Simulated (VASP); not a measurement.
# C (Pmma) in VASP: further runs, part 2 of 2

VASP 6.6.1.

## (4) Single point, PBEsol+D3(BJ) (mode 8 frozen in at -0.015 Å and mode 12 at -0.030 Å (largest displacements))

Input file INCAR:

```
PREC = Accurate ; ENCUT = 600
EDIFF = 1E-6 ; ISMEAR = 0
SIGMA = 0.15 ; LREAL = F
LASPH = T ; NELM = 120
ALGO = Normal ; ISIF = 2
LWAVE = F ; LCHARG = F
GGA = PS ; IVDW = 12
NBANDS = 16 ; GGA_COMPAT = F
```

Input file KPOINTS:

```
Automatic mesh
0
Gamma
  18 12 10
```

Input file POSCAR:

```
C
1.0
   -2.4576582504      0.0000000000      0.0000000000
    0.0000000000      0.0000000000     -3.5294825081
    0.0000000000     -4.2567889574      0.0000000000
C
4
Direct
    0.5000000000      0.0000000000      0.1772380153
    0.0000000000      0.0000000000      0.6701904496
    0.0000000000      0.0000000000      0.3227619847
    0.5000000000      0.0000000000      0.8298095504
```

Potentials or basis: VASP PAW PBE potentials, release 64 (C).

Launch:

```console
> cat potpaw_PBE.64/C/POTCAR > POTCAR
> mpirun -np 1 vasp_std > vasp.out
```

OUTCAR:

```text
PREC = Accurate
   ENCUT = 600
   EDIFF = 1E-6
   ISMEAR = 0
   LREAL = F
   LASPH = T
   NELM = 120
   ISIF = 2
   GGA = PS
   IVDW = 12
 IVDW          = 12

 ion  position               nearest neighbor table
   1  0.500  0.000  0.177-   3 1.38   3 1.38   4 1.48
   2  0.000  0.000  0.670-   4 1.40   4 1.40   3 1.48
   3  0.000  0.000  0.323-   1 1.38   1 1.38   2 1.48
   4  0.500  0.000  0.830-   2 1.40   2 1.40   1 1.48

  LATTYP: Found a simple orthorhombic cell.
 ALAT       =     2.4576582504
 B/A-ratio  =     1.4361160701
 C/A-ratio  =     1.7320508076

  Lattice vectors:

 A1 = (  -2.4576582504,   0.0000000000,   0.0000000000)
 A2 = (   0.0000000000,   0.0000000000,  -3.5294825081)
 A3 = (   0.0000000000,  -4.2567889574,   0.0000000000)

Analysis of symmetry for initial positions (statically):
=====================================================================
 Subroutine PRICEL returns:
 Original cell was already a primitive cell.

 Routine SETGRP: Setting up the symmetry group for a
 simple orthorhombic supercell.

 Subroutine GETGRP returns: Found  8 space group operations
 (whereof  4 operations were pure point group operations)
 out of a pool of  8 trial point group operations.

The static configuration has the point symmetry C_2v.
 The point group associated with its full space group is D_2h.

Analysis of symmetry for dynamics (positions and initial velocities):
=====================================================================
 Subroutine PRICEL returns:
 Original cell was already a primitive cell.

 Routine SETGRP: Setting up the symmetry group for a
 simple orthorhombic supercell.

 Subroutine GETGRP returns: Found  8 space group operations
 (whereof  4 operations were pure point group operations)
 out of a pool of  8 trial point group operations.

The dynamic configuration has the point symmetry C_2v.
 The point group associated with its full space group is D_2h.

[... 123 lines left out ...]
  volume/ion in A,a.u.               =       9.23        62.29
  Fermi-wavevector in a.u.,A,eV,Ry     =   1.238825  2.341040 20.880688  1.534687
  Thomas-Fermi vector in A             =   2.373334
   LORBIT       =      0    0 simple, 1 ext, 2 COOP (PROOUT), +10 PAW based schemes
   GGA     = PS    functional components
   LHFCALC =     F    Hartree Fock is set to
   AEXX    =    0.0000 exact exchange contribution
   IVDW    =    12    specifies the selected vdW correction
   LEPSILON=     F    determine dielectric tensor
   LRPA    =     F    only Hartree local field effects (RPA)
 non-spin polarized calculation
 Gauss-broadening in eV      SIGMA  =   0.15
  energy-cutoff  :      600.00
  volume of cell :       36.92
 maximum number of plane-waves:      1256
 NGX is ok and might be reduce to    20
   NGX =  9   NGY = 15   NGZ = 17

 number of electron      16.0000002 magnetization

 Free energy of the ion-electron system (eV)
  ---------------------------------------------------
  ext. energy  EPLUGINS =         0.00000000
  ---------------------------------------------------
  free energy    TOTEN  =       -38.33252390 eV

  energy without entropy =      -38.33152349  energy(sigma->0) =      -38.33202369

 E-fermi :   4.2302     XC(G=0): -10.1910

 val. band max:        4.1763041619   @ k =   0.3333   0.4167   0.0000
 cond. band min:       4.2451321056   @ k =   0.3889   0.0000   0.0000
 fundamental gap:      0.0688279437
 Fermi energy:         4.2302057378

 k-point     1 :       0.0000    0.0000    0.0000
  band No.  band energies     occupation
      1     -15.4249      2.00000
      2     -10.2703      2.00000
      3      -8.6414      2.00000
      4      -2.6765      2.00000
      5      -2.6728      2.00000
      6       0.3970      2.00000
[... 433 lines left out ...]
      3      -8.1658      2.00000
      4      -4.4253      2.00000
      5      -2.5236      2.00000
      6      -1.1582      2.00000
[... 8 lines left out ...]
     15      15.7453      0.00000
     16      16.2316      0.00000

 [... further k-points ...]

------------------------ aborting loop because EDIFF is reached ----------------------------------------

 Edisp (eV)   -0.41823

 E8    (eV) :    -0.2032

  FORCE on cell =-STRESS in cart. coord.  units (eV):
  Direction    XX          YY          ZZ          XY          YZ          ZX
  --------------------------------------------------------------------------------------
  -------------------------------------------------------------------------------------
  Total       2.24751    -0.85198    -0.08149     0.00000     0.00000     0.00000
  in kB      97.52093   -36.96792    -3.53594     0.00000     0.00000     0.00000
  external pressure =       19.01 kB  Pullay stress =        0.00 kB

 VOLUME and BASIS-vectors are now :
 -----------------------------------------------------------------------------
  energy-cutoff  :      600.00
  volume of cell :       36.92
      direct lattice vectors                 reciprocal lattice vectors
    -2.457658250  0.000000000  0.000000000    -0.406891397  0.000000000  0.000000000
     0.000000000  0.000000000 -3.529482508     0.000000000  0.000000000 -0.283327654
     0.000000000 -4.256788957  0.000000000     0.000000000 -0.234918858  0.000000000

 POSITION                                       TOTAL-FORCE (eV/Angst)
 -----------------------------------------------------------------------------------
     -1.22883     -0.75446      0.00000         0.000000      4.288895      0.000000
      0.00000     -2.85286      0.00000         0.000000      1.867796      0.000000
      0.00000     -1.37393      0.00000         0.000000     -4.288895      0.000000
     -1.22883     -3.53232      0.00000         0.000000     -1.867796      0.000000
 -----------------------------------------------------------------------------------
    total drift:                               -0.000000      0.000000     -0.000000

  FREE ENERGIE OF THE ION-ELECTRON SYSTEM (eV)
  ---------------------------------------------------
  free  energy   TOTEN  =       -38.7507544083 eV

  energy  without entropy=      -38.7497540043  energy(sigma->0) =      -38.75025421
```

stdout:

```text
POSCAR found type information on POSCAR C
 POSCAR found :  1 types and       4 ions
 scaLAPACK will be used
 -----------------------------------------------------------------------------
|                                                                             |
|                                                                             |
|     You enforced a specific xc type in the INCAR file but a different       |
|     I HOPE YOU KNOW WHAT YOU ARE DOING!                                     |
|                                                                             |
 -----------------------------------------------------------------------------

 LDA part: xc-table for (Slater+PW92), standard interpolation
 POSCAR, INCAR and KPOINTS ok, starting setup
 FFT: planning ... GRIDC
 FFT: planning ... GRID_SOFT
 FFT: planning ... GRID
 WAVECAR not read
 entering main loop
```

It took 2.3 min on 1 thread of Intel Xeon Platinum 8488C (Sapphire Rapids), shared host; peak memory 0.33 GiB.

What came out:

```
Free energy                : -38.7508 eV
Pressure                   : 1.9 GPa
Largest force              : 4.289 eV/Å
Band gap on the k mesh     : zero (band 8 reaches 4.36 eV, above the bottom of band 9 at 4.11 eV)
Dispersion energy per atom : -0.105 eV
```

Forces in eV/Å, atoms in the order of the input:
```
C    0.000  4.289  0.000
C    0.000  1.868  0.000
C    0.000 -4.289  0.000
C    0.000 -1.868  0.000
```

Levels at points of the mesh, in eV from the Fermi level:
```
           k point  band 6  band 7  band 8  band 9  band 10  band 11
(0.00, 0.00, 0.00)   -3.83   -2.24   -2.04    3.16     3.67     6.96
(0.50, 0.00, 0.00)   -8.57   -1.97   -1.97    2.96     2.96     9.11
(0.00, 0.50, 0.00)   -3.81   -3.28   -2.01    1.61     7.10     7.56
(0.50, 0.50, 0.00)   -8.48   -3.23   -3.23    2.09     2.09    10.46
(0.00, 0.00, 0.50)   -5.41   -5.24   -5.12    5.47     5.52     7.55
(0.50, 0.00, 0.50)   -6.17   -1.60   -1.60    2.04     2.04     7.24
(0.00, 0.50, 0.50)   -6.59   -5.95   -5.21    6.96     7.38     7.66
(0.50, 0.50, 0.50)   -6.13   -2.71   -2.71    0.68     0.68     7.52
```

Caveat: the cell differs from its parent crystal (mode 8 frozen in at -0.015 Å and mode 12 at -0.030 Å (largest displacements)); the PAW data sets were made with another functional, which shifts forces and pressure a little.
